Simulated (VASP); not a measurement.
Crystal: Pb.

```xyz
1
Lattice="0.0000 2.4948 2.4948 2.4948 0.0000 2.4948 2.4948 2.4948 0.0000" Properties=species:S:1:pos:R:3 pbc="T T T"
Pb    0.0000    0.0000    0.0000
```

```yaml
Program: VASP 6.6.1
Task: relaxation of cell and atoms
Functional: LDA
Potentials_or_basis: VASP PAW LDA potentials, release 64 (Pb_d)
Cutoff: 600 eV
k_mesh: 14 × 14 × 14
Occupations: gaussian, width 0.1 eV
Spin: no spin polarisation
```

At the start: pressure -2.8 GPa; volume 31.05 Å³/atom.

Problem. How do energy, volume and symmetry change on relaxing?

Solution. Over 3 steps the energy falls by 17.7 meV/atom and the volume is 29.18 Å³/atom (-6.0 %); space group Fm-3m (No. 225, to 0.1 Å) before and after.

Step by step:
```tsv
step	energy change (eV)	largest force (eV/Å)	pressure (GPa)	volume (Å³)
1	0.0000	0.0000	-2.83	31.05
2	-0.0161	0.0000	1.05	28.65
3	-0.0177	0.0000	-0.03	29.18
```

Final structure:
```yaml
crystal:
  lattice:
    - [0.00000, 2.44344, 2.44344]
    - [2.44344, 0.00000, 2.44344]
    - [2.44344, 2.44344, 0.00000]
  atoms:
    - { symbol: Pb, position: [0.00000, 0.00000, 0.00000] }
```
